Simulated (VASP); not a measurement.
A run of VASP 6.6.1 is set up as follows.

File INCAR:

```
SYSTEM = PtSe2
PREC = Accurate ; ENCUT = 520
EDIFF = 1E-6 ; ISMEAR = 0
SIGMA = 0.1 ; LREAL = .False.
LASPH = .True. ; NELM = 100
ALGO = Normal ; ISIF = 2
LWAVE = .False. ; LCHARG = .False.
GGA = PS ; NBANDS = 18
```

Contents of KPOINTS:

```
Automatic mesh
0
Gamma
  15 15 8
  0 0 0
```

Contents of POSCAR:

```
PtSe2
1.0
    3.7603065558      0.0000000000      0.0000000000
   -1.8801532779      3.2565210034      0.0000000000
    0.0000000000      0.0000000000      4.8632388278
Pt Se
1 2
Direct
    0.0000000000      0.0000000000      0.0000000000
    0.3333333333      0.6666666667      0.2607784633
    0.6666666667      0.3333333333      0.7392215367
```

Potentials or basis: VASP PAW PBE potentials, release 64 (Pt, Se).

Run with:

```bash
$ cat potpaw_PBE.64/Pt/POTCAR potpaw_PBE.64/Se/POTCAR > POTCAR
$ mpirun -np 1 vasp_std > vasp.out
```

Q: Estimate the largest force.

A: 0.015 eV/Å.

Q: What does it give for the pressure?

A: 0.1 GPa.

Forces in eV/Å, atoms in the order of the input:
```
Pt   0.000  0.000  0.000
Se   0.000  0.000  0.015
Se   0.000  0.000 -0.015
```

Caveat: the PAW data sets were made with another functional, which shifts forces and pressure a little.
